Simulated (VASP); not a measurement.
LiF: single point with r2SCAN

The system is LiF.

```
Li F
1.0
     2.51626    0.00000    0.00000
     0.00000    2.51626    0.00000
     0.00000    0.00000    2.51626
Li F
1 1
Direct
  0.00000 0.00000 0.00000
  0.50000 0.50000 0.50000
```

| Property | Result |
| --- | --- |
| Program | VASP 6.6.1 |
| Task | single point |
| Functional | r2SCAN |
| Potentials or basis | VASP PAW PBE potentials, release 64 (Li_sv, F) |
| Cutoff | 520 eV |
| k mesh | 8 × 8 × 8 |
| Occupations | gaussian, width 0.01 eV |
| Spin | no spin polarisation |
| Dipole correction | no |
| Further INCAR settings | ALGO = Normal; EDIFF = 1e-07; NBANDS = 12 |

The band gap on the k mesh is 9.12 eV (least direct gap 9.86 eV).

Levels at points of the mesh, in eV from the valence-band top:
```csv
k point,band 2,band 3,band 4,band 5,band 6,band 7,band 8,band 9
"(0.00, 0.00, 0.00)",-22.16,-0.74,-0.74,-0.74,9.12,20.21,20.21,23.34
"(0.50, 0.00, 0.00)",-21.67,-3.90,-0.31,-0.31,10.43,15.97,22.44,22.44
"(0.50, 0.50, 0.00)",-21.08,-3.51,-3.51,0.00,14.95,15.30,15.30,21.14
"(0.50, 0.50, 0.50)",-20.60,-2.47,-2.47,-2.47,12.33,12.33,12.33,26.39
```

Wall time 22 s on 1 thread of AMD EPYC 9R45 96-Core Processor (Zen 5), with other jobs on the host, peak memory 0.09 GiB.

 A k mesh can miss the band edges.
